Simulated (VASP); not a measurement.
Set up this calculation in VASP 6.6.1, as the native input.

| Property | Result |
| --- | --- |
| Task | single point |
| Functional | LDA |
| Potentials or basis | VASP PAW LDA potentials, release 64 (Mg) |
| Cutoff | 520 eV |
| k mesh | 16 × 16 × 16 |
| Occupations | fermi-dirac, width 0.03 eV |
| Spin | no spin polarisation |
| Dipole correction | no |
| Further INCAR settings | ALGO = Normal; EDIFF = 1e-06; NBANDS = 7 |

The structure of Mg lies in POSCAR:

```
Mg
1.0
    0.0000000000      2.2442560000      2.2666985600
    2.2442560000      0.0000000000      2.2666985600
    2.2442560000      2.2442560000      0.0000000000
Mg
1
Direct
    0.0000000000      0.0000000000      0.0000000000
```

This isn't the form of Mg at room conditions, which is hcp.

This cell differs from its parent crystal: zz strain of +1 %.

The input as run:

INCAR

```
SYSTEM = Mg
PREC = Accurate
ENCUT = 520
EDIFF = 1E-6
ISMEAR = -1
SIGMA = 0.03
LREAL = .False.
LASPH = .True.
NELM = 60
ALGO = Normal
ISIF = 2
LWAVE = .False.
LCHARG = .False.
GGA = CA
NBANDS = 7
```

KPOINTS

```
Automatic mesh
0
Gamma
  16 16 16
  0 0 0
```

Potentials or basis: VASP PAW LDA potentials, release 64 (Mg).

Run with:

```sh
$ cat potpaw_LDA.64/Mg/POTCAR > POTCAR
$ mpirun -np 1 vasp_std > vasp.out
```

It gave:

- Pressure: -2.0 GPa
- Band gap on the k mesh: zero (bands 1 and 2 overlap by 2.80 eV)

Caveat: the cell differs from its parent crystal (zz strain of +1 %).

Wall time 31 s on 1 thread of Intel Xeon 8259CL, on a shared host, peak memory 0.17 GiB.
